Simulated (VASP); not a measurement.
The system is NaB5.

```
Na B
1.0
     4.44202    0.00000    0.00000
    -2.22101    3.84690    0.00000
     0.00000    0.00000    3.71018
Na B
1 5
Cartesian
  0.0000 0.0000 0.0000
  0.0000 2.5646 0.0000
  2.2210 1.2823 0.0000
  2.2210 0.0000 1.8551
  1.1105 1.9235 1.8551
  -1.1105 1.9235 1.8551
```

```yaml
Program: VASP 6.6.1
Task: relaxation of cell and atoms
Functional: PBE
Potentials_or_basis: VASP PAW PBE potentials, release 64 (Na_pv, B)
Cutoff: 600 eV
k_mesh: 6 × 6 × 6
Occupations: gaussian, width 0.1 eV
Spin: no spin polarisation
```

At the start: pressure -28.3 GPa; volume 10.57 Å³/atom.

**Question.** Where does the relaxation end?

**Answer.** Over 9 steps the energy falls by 645.3 meV/atom and the volume is 7.89 Å³/atom (-25.3 %); space group P6/mmm (No. 191, to 0.05 Å).

The path:
| step | energy change (eV) | largest force (eV/Å) | pressure (GPa) | volume (Å³) |
| --- | --- | --- | --- | --- |
| 1 | 0.0000 | 0.0000 | -28.32 | 63.40 |
| 2 | -2.8644 | 0.0000 | -7.68 | 47.66 |
| 3 | -3.1137 | 0.0000 | 4.61 | 44.42 |
| 4 | -3.1415 | 0.0000 | 11.55 | 43.06 |
| 5 | -3.2068 | 0.0000 | 32.82 | 40.98 |
| 6 | -3.5105 | 0.0000 | 20.83 | 42.08 |
| 7 | -3.8614 | 0.0000 | -1.26 | 47.44 |
| 8 | -3.8614 | 0.0000 | -1.18 | 47.42 |
| 9 | -3.8718 | 0.0000 | 0.05 | 47.34 |

Final structure:
```
CELL_PARAMETERS angstrom
4.37107 0.00000 0.00000
-2.18553 3.78546 0.00000
0.00000 0.00000 2.86079
ATOMIC_POSITIONS crystal
Na 0.00000 0.00000 0.00000
B 0.33333 0.66667 0.00000
B 0.66667 0.33333 0.00000
B 0.50000 0.00000 0.50000
B 0.50000 0.50000 0.50000
B 0.00000 0.50000 0.50000
```

Caveat: the volume moved by over 15 % at a fixed basis, so the end points are rough.
